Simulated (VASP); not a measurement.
# HfO2 (P4_2/nmc) in VASP: elastic constants with PBEsol

Aim: the elastic constants of HfO2 with PBEsol.

All numbers are computed with VASP 6.6.1; they aren't measurements. Logs are shortened: lines on timing, memory, paths and dates and some standing lists are left out, and cuts for length are marked.

**1. The cell of the first run**

The structure is tetragonal, space group P4_2/nmc (No. 137). Conventional cell: a = 3.496 Å, b = 3.496 Å, c = 4.992 Å, α = 90.00°, β = 90.00°, γ = 90.00°. Within 2.7 Å of Hf (site symmetry -4m2) lie 8 O at 2.06 to 2.25 Å. O (site symmetry 2mm) has 4 Hf at 2.06 to 2.25 Å and 6 O at 2.49 to 2.50 Å within 2.7 Å.

**2. Elastic constants, PBEsol**

INCAR reads:

```
SYSTEM = HfO2
ALGO = Normal ; EDIFF = 1E-8
ENCUT = 600 ; GGA = PS
IBRION = 6 ; ISIF = 3
ISMEAR = 0 ; LASPH = .True.
LCHARG = .False. ; LREAL = .False.
LWAVE = .False. ; NBANDS = 31
NELM = 80 ; NFREE = 2
NSW = 1 ; POTIM = 0.015
PREC = Accurate ; SIGMA = 0.01
```

KPOINTS reads:

```
k-points
0
Gamma
  6 6 6
  0 0 0
```

POSCAR reads:

```
HfO2
1.0
    3.4956021161      0.0000000000      0.0000000000
    0.0000000000      3.4956021161      0.0000000000
    0.0000000000      0.0000000000      4.9919754489
Hf O
2 4
Direct
    0.5000000000      0.5000000000      0.5000000000
    0.0000000000      0.0000000000      0.0000000000
    0.0000000000      0.5000000000      0.7166144233
    0.5000000000      0.0000000000      0.7833855767
    0.5000000000      0.0000000000      0.2833855767
    0.0000000000      0.5000000000      0.2166144233
```

Potentials or basis: VASP PAW PBE potentials, release 64 (Hf_pv, O).

On the command line:

```bash
$ cat potpaw_PBE.64/Hf_pv/POTCAR potpaw_PBE.64/O/POTCAR > POTCAR
$ mpirun -np 1 vasp_std > vasp.out
```

OUTCAR:

```text
SYSTEM = HfO2
   EDIFF = 1E-8
   ENCUT = 600
   GGA = PS
   IBRION = 6
   ISIF = 3
   ISMEAR = 0
   LASPH = .True.
   LREAL = .False.
   NELM = 80
   NFREE = 2
   NSW = 1
   POTIM = 0.015
   PREC = Accurate

 ion  position               nearest neighbor table
   1  0.500  0.500  0.500-   3 2.06   5 2.06   5 2.06   3 2.06   4 2.25   4 2.25   6 2.25   6 2.25
                             2 3.51   2 3.51   2 3.51   2 3.51   2 3.51   2 3.51   2 3.51   2 3.51
   2  0.000  0.000  0.000-   4 2.06   6 2.06   6 2.06   4 2.06   3 2.25   5 2.25   3 2.25   5 2.25
                             1 3.51   1 3.51   1 3.51   1 3.51   1 3.51   1 3.51   1 3.51   1 3.51
   3  0.000  0.500  0.717-   1 2.06   1 2.06   2 2.25   2 2.25
   4  0.500  0.000  0.783-   2 2.06   2 2.06   1 2.25   1 2.25
   5  0.500  0.000  0.283-   1 2.06   1 2.06   2 2.25   2 2.25
   6  0.000  0.500  0.217-   2 2.06   2 2.06   1 2.25   1 2.25

  LATTYP: Found a simple tetragonal cell.
 ALAT       =     3.4956021161
 C/A-ratio  =     1.4280731282

  Lattice vectors:

 A1 = (   3.4956021161,   0.0000000000,   0.0000000000)
 A2 = (   0.0000000000,   3.4956021161,   0.0000000000)
 A3 = (   0.0000000000,   0.0000000000,   4.9919754489)

Analysis of symmetry for initial positions (statically):
=====================================================================
 Subroutine PRICEL returns:
 Original cell was already a primitive cell.

 Routine SETGRP: Setting up the symmetry group for a
 simple tetragonal supercell.

 Subroutine GETGRP returns: Found 16 space group operations
 (whereof  8 operations were pure point group operations)
 out of a pool of 16 trial point group operations.

The static configuration has the point symmetry D_2d.
 The point group associated with its full space group is D_4h.

Analysis of symmetry for dynamics (positions and initial velocities):
=====================================================================
 Subroutine PRICEL returns:
 Original cell was already a primitive cell.

 Routine SETGRP: Setting up the symmetry group for a
 simple tetragonal supercell.

 Subroutine GETGRP returns: Found 16 space group operations
 (whereof  8 operations were pure point group operations)
 out of a pool of 16 trial point group operations.

The dynamic configuration has the point symmetry D_2d.
 The point group associated with its full space group is D_4h.

 Subroutine INISYM returns: Found 16 space group operations
 (whereof  8 operations are pure point group operations),
 and found     1 'primitive' translations

----------------------------------------------------------------------------------------

                                     Primitive cell

  volume of cell :      60.9981

  direct lattice vectors                    reciprocal lattice vectors
     3.495602116  0.000000000  0.000000000     0.286073748  0.000000000  0.000000000
     0.000000000  3.495602116  0.000000000     0.000000000  0.286073748  0.000000000
     0.000000000  0.000000000  4.991975449     0.000000000  0.000000000  0.200321498

  length of vectors
     3.495602116  3.495602116  4.991975449     0.286073748  0.286073748  0.200321498

  position of ions in fractional coordinates (direct lattice)
     0.500000000  0.500000000  0.500000000
     0.000000000  0.000000000  0.000000000
[... 138 lines left out ...]

  FORCE on cell =-STRESS in cart. coord.  units (eV):
  Direction    XX          YY          ZZ          XY          YZ          ZX
  --------------------------------------------------------------------------------------
  -------------------------------------------------------------------------------------
  Total        5.2565304      5.2565304      5.2530009      0.0000000      0.0000000     -0.0000000
  in kB      138.0680964    138.0680964    137.9753903      0.0000000      0.0000000     -0.0000000
  external PRESSURE =     138.0371944 kB  Pullay stress =       0.0000000 kB
[... 101 lines left out ...]
  FREE ENERGIE OF THE ION-ELECTRON SYSTEM (eV)
  ---------------------------------------------------
  free  energy   TOTEN  =       -63.1577888568 eV

  energy  without entropy=      -63.1577888568  energy(sigma->0) =      -63.15778886

[... ionic steps 4 to 20 ...]

--------------------------------------- Ionic step       21  -------------------------------------------

 number of electron      43.9999989 magnetization

------------------------ aborting loop because EDIFF is reached ----------------------------------------
[... 75 lines left out ...]
--------------------------------------- Ionic step       23  -------------------------------------------

 number of electron      43.9999989 magnetization

 Free energy of the ion-electron system (eV)
  ---------------------------------------------------
  ext. energy  EPLUGINS =         0.00000000
  ---------------------------------------------------
  free energy    TOTEN  =       -63.26006941 eV

  energy without entropy =      -63.26006941  energy(sigma->0) =      -63.26006941

 E-fermi :   4.2467     XC(G=0): -12.4575

 val. band max:        4.2040351355   @ k =   0.5000   0.5000   0.5000
 cond. band min:       8.6597911582   @ k =   0.0000   0.0000   0.0000
 fundamental gap:      4.4557560227
 Fermi energy:         4.2467409571

 k-point     1 :       0.0000    0.0000    0.0000
  band No.  band energies     occupation
      1     -25.2068      2.00000
      2     -24.7272      2.00000
      3     -24.7265      2.00000
      4     -24.5801      2.00000
      5     -24.5597      2.00000
      6     -24.5582      2.00000
[... 805 lines left out ...]
     30      14.0327      0.00000
     31      14.6245      0.00000

 [... further k-points ...]

------------------------ aborting loop because EDIFF is reached ----------------------------------------

  FORCE on cell =-STRESS in cart. coord.  units (eV):
  Direction    XX          YY          ZZ          XY          YZ          ZX
  --------------------------------------------------------------------------------------
  -------------------------------------------------------------------------------------
  Total        5.4652782      5.1310999      5.3590008      0.0000000      0.0000000      0.0000000
  in kB      143.5510678    134.7735369    140.7595850      0.0000000      0.0000000      0.0000000
  external PRESSURE =     139.6947299 kB  Pullay stress =       0.0000000 kB
[... 21 lines left out ...]
  FREE ENERGIE OF THE ION-ELECTRON SYSTEM (eV)
  ---------------------------------------------------
  free  energy   TOTEN  =       -63.2600694111 eV

  energy  without entropy=      -63.2600694111  energy(sigma->0) =      -63.26006941

 INTERNAL STRAIN TENSORS FROM STRAINED CELLS
 ============================================

 INTERNAL STRAIN TENSOR FOR ION    1 for displacements in x,y,z  (eV/Angst):
          X           Y           Z          XY          YZ          ZX
  --------------------------------------------------------------------------------
  x     0.00000     0.00000    -0.00000     0.00000     0.00000    11.00923
  y     0.00000     0.00000     0.00000     0.00000   -11.00258     0.00000
  z    14.54660   -14.54632     0.00000     0.00002     0.00097    -0.00072

 INTERNAL STRAIN TENSORS FROM DISPLACED ATOMS
 ============================================

 INTERNAL STRAIN TENSOR FOR ION    1 for displacements in x,y,z  (eV/Angst):
          X           Y           Z          XY          YZ          ZX
  --------------------------------------------------------------------------------
  x     0.00000     0.00000     0.00000     0.00000     0.00000    10.99905
  y     0.00000     0.00000     0.00000     0.00000   -10.99904     0.00000
  z    14.51565   -14.51565     0.00000     0.00000     0.00000     0.00000

 INTERNAL STRAIN TENSOR FOR ION    6 for displacements in x,y,z  (eV/Angst):
          X           Y           Z          XY          YZ          ZX
  --------------------------------------------------------------------------------
  x     0.00000     0.00000     0.00000     0.00000     0.00000     7.52942
  y     0.00000     0.00000     0.00000     0.00000   -13.33883     0.00000
  z     8.58087   -13.59372    -6.70588     0.00000     0.00000     0.00000

 Eigenvectors and eigenvalues of the dynamical matrix
 ----------------------------------------------------

   1 f  =   21.646394 THz   136.008306 2PiTHz  722.045988 cm-1    89.522253 meV
             X         Y         Z           dx          dy          dz
      1.747801  1.747801  2.495988    -0.000000   -0.000000    0.000000
      0.000000  0.000000  0.000000     0.000000    0.000000   -0.000000
      0.000000  1.747801  3.577322     0.000000    0.000000   -0.500000
      1.747801  0.000000  3.910642    -0.000000   -0.000000   -0.500000
      1.747801  0.000000  1.414654     0.000000    0.000000    0.500000
      0.000000  1.747801  1.081334    -0.000000   -0.000000    0.500000
[... 145 lines left out ...]
  18 f/i=    0.001204 THz     0.007566 2PiTHz    0.040168 cm-1     0.004980 meV
             X         Y         Z           dx          dy          dz
      1.747801  1.747801  2.495988     0.102921   -0.642922   -0.000000
      0.000000  0.000000  0.000000     0.102921   -0.642922   -0.000000
      0.000000  1.747801  3.577322     0.030825   -0.192562   -0.000000
      1.747801  0.000000  3.910642     0.030825   -0.192562   -0.000000
      1.747801  0.000000  1.414654     0.030826   -0.192556   -0.000000
      0.000000  1.747801  1.081334     0.030826   -0.192556   -0.000000

--------------------------------------------------------------------------------------------------------

 ELASTIC MODULI CONTR FROM IONIC RELAXATION (kBar)
 Direction    XX          YY          ZZ          XY          YZ          ZX
 --------------------------------------------------------------------------------
 XX        -825.2118    450.8955   -500.7373      0.0000     -0.0000     -0.0000
 YY         450.8955   -825.2118   -500.7373      0.0000     -0.0000     -0.0000
 ZZ        -500.7373   -500.7373  -1339.7112      0.0000     -0.0000     -0.0000
 XY           0.0000      0.0000      0.0000      0.0000      0.0000      0.0000
 YZ          -0.0000     -0.0000     -0.0000      0.0000   -719.5071     -0.0000
 ZX          -0.0000     -0.0000     -0.0000      0.0000     -0.0000   -719.5071
 --------------------------------------------------------------------------------

 TOTAL ELASTIC MODULI (kBar)
 Direction    XX          YY          ZZ          XY          YZ          ZX
 --------------------------------------------------------------------------------
 XX        4697.8789   2890.7326   1055.6801      0.0000     -0.0000     -0.0000
 YY        2890.7326   4697.8789   1055.6801      0.0000     -0.0000     -0.0000
 ZZ        1055.6801   1055.6801   4581.3806      0.0000     -0.0000     -0.0000
 XY           0.0000      0.0000      0.0000   2231.4112      0.0000      0.0000
 YZ          -0.0000     -0.0000     -0.0000      0.0000    654.2236     -0.0000
 ZX          -0.0000     -0.0000     -0.0000      0.0000     -0.0000    654.2234
 --------------------------------------------------------------------------------
```

It took 42 min on 1 thread of Oxide Virtual Turin-like, shared host; peak memory 0.37 GiB.

What came out:

* Voigt bulk modulus: 266 GPa
* Highest phonon frequency at Γ, LO-TO splitting left out: 722 cm⁻¹

Phonon frequencies in cm⁻¹ (negative: imaginary):
| q point | frequencies |
| --- | --- |
| (0.000, 0.000, 0.000) | 0 0 0 119 119 186 186 245 257 338 470 470 524 524 641 702 702 722 |

Elastic tensor in Voigt notation (GPa, in the Cartesian axes of the cell as first typed):
```
470 289 106   0   0   0
289 470 106   0   0   0
106 106 458   0   0   0
  0   0   0  65   0   0
  0   0   0   0  65   0
  0   0   0   0   0 223
```

Clamped-ion elastic tensor (GPa):
```
552 244 156   0   0   0
244 552 156   0   0   0
156 156 592   0   0   0
  0   0   0 137   0   0
  0   0   0   0 137   0
  0   0   0   0   0 223
```

Caveat: the cell is under stress, which shifts elastic constants; the PAW data sets were made with another functional, which shifts forces and pressure a little; spin-orbit coupling is left out, which moves the levels of the heavy elements.
